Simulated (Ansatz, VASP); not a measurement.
# Two plane-wave programs on Al8H

```xyz
18
Lattice="5.7135 0.0000 0.0000 0.0000 8.0801 0.0000 0.0000 0.0000 22.2433" Properties=species:S:1:pos:R:3 pbc="T T T"
Al    1.4284    2.0200    4.0000
Al    1.4284    6.0601    4.0000
Al    4.2851    2.0200    4.0000
Al    4.2851    6.0601    4.0000
Al    0.0000    0.0000    5.4284
Al    0.0000    4.0401    5.4284
Al    2.8568    0.0000    5.4284
Al    2.8568    4.0401    5.4284
Al    1.4284    2.0200    6.9012
Al    1.4284    6.0601    6.9012
Al    4.2851    2.0200    6.9012
Al    4.2851    6.0601    6.9012
Al    0.0000    0.0000    8.2433
Al    0.0000    4.0401    8.2433
Al    2.8568    0.0000    8.2433
Al    2.8568    4.0401    8.2433
H     1.4284    1.4295    8.6933
H     1.4284    2.6105    8.6933
```

Alike in both runs: task single point; functional PBE; k mesh 5 × 4 × 1; occupations gaussian, width 0.1 eV; no spin polarisation.

|  | VASP | Ansatz |
| --- | --- | --- |
| version | VASP 6.6.1 | Ansatz 0.2.0 |
| potentials or method | VASP PAW PBE potentials, release 64 (Al, H), cutoff 520 eV | scalar-relativistic, plane waves, PAW |
| valence electrons in the cell | 50 | 50 |

Ansatz gave:

```
gap on the k mesh at the Fermi level (eV)  : none
rms of the force components (eV/Å)         : 0.163
work function, face that differs most (eV) : 4.08
```

Question: Which values does VASP return?

Answer: gap on the k mesh at the Fermi level (eV): none; rms of the force components (eV/Å): 0.162; work function, face that differs most (eV): 4.09.

Atom by atom the forces differ by 0.001 eV/Å (rms over components). A gap of «none» marks a metal or a gap that the smearing closes.
